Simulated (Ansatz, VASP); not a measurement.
**TePt in VASP and in Ansatz**

```
CELL_PARAMETERS angstrom
4.27544 0.00000 0.00000
-2.13772 3.70264 0.00000
0.00000 0.00000 5.01032
ATOMIC_POSITIONS crystal
Te 0.33333 0.66667 0.25000
Te 0.66667 0.33333 0.75000
Pt 0.00000 0.00000 0.00000
Pt 0.00000 0.00000 0.50000
```

Change from the starting cell: strain +0.040 along x and y, -0.080 along z, atoms carried along.

Alike in both runs: task single point; functional PBEsol; k mesh 12 × 12 × 10; occupations gaussian, width 0.15 eV; no spin polarisation.

```csv
,VASP,Ansatz
version,VASP 6.6.1,Ansatz 0.2.0
potentials or method,"VASP PAW PBE potentials, release 64 (Te, Pt), cutoff 520 eV","scalar-relativistic, plane waves, PAW"
valence electrons in the cell,32,68
```

VASP gave:

| Property | Result |
| --- | --- |
| gap on the k mesh at the Fermi level (eV) | none |
| pressure (GPa) | 15.7 |
| traceless stress, the component that is largest in VASP (GPa) | 17.65 |

**Question.** Which values does Ansatz return?

**Answer.** gap on the k mesh at the Fermi level (eV): none; pressure (GPa): 15.8; traceless stress, the component that is largest in VASP (GPa): 17.67.

VASP's potentials were made for PBE, not for PBEsol. A gap of «none» marks a metal or a gap that the smearing closes. The functional is the same, so the differences come from potentials, cutoffs and numerics. VASP's potentials hold 32 valence electrons a cell and Ansatz's 68, so a difference there can come from the potentials and not from the codes.

Spin-orbit coupling is off throughout.
